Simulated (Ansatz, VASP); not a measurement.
Two plane-wave programs on Mg5Te3

```
Mg Te
1.0
     4.51850    0.00000    0.00000
     0.00000    4.51850    0.00000
     0.00000    0.00000    9.65787
Mg Te
5 3
Direct
  0.00000 0.50000 0.25049
  0.00000 0.50000 0.74951
  0.50000 0.00000 0.25049
  0.50000 0.00000 0.74951
  0.00000 0.00000 0.00000
  0.00000 0.00000 0.50000
  0.50000 0.50000 0.00000
  0.50000 0.50000 0.50000
```

Change from the starting cell: species swapped into the Ti3Al5 type (P4/mmm, No. 123).

Alike in both runs: task relaxation of cell and atoms; functional PBE; k mesh 4 × 4 × 2; occupations gaussian, width 0.2 eV; no spin polarisation.

|  | VASP | Ansatz |
| --- | --- | --- |
| version | VASP 6.6.1 | Ansatz 0.2.0 |
| potentials or method | VASP PAW PBE potentials, release 64 (Mg, Te), cutoff 600 eV | scalar-relativistic, plane waves, PAW |
| valence electrons in the cell | 28 | 98 |

Ansatz gave:

- gap on the k mesh at the Fermi level, each at its own relaxed structure (eV): none
- relaxed volume (Å³/atom): 25.62
- relaxed cell length with the largest relative difference (Å): 7.900

Problem. Which values does VASP return?

Solution. gap on the k mesh at the Fermi level, each at its own relaxed structure (eV): none; relaxed volume (Å³/atom): 25.08; relaxed cell length with the largest relative difference (Å): 6.401.

A gap of «none» marks a metal or a gap that the smearing closes. One of these differences is far larger than is usual between the two programs; its cause wasn't traced. VASP's potentials hold 28 valence electrons a cell and Ansatz's 98, so a difference there can come from the potentials and not from the codes.

Spin-orbit coupling is off throughout.
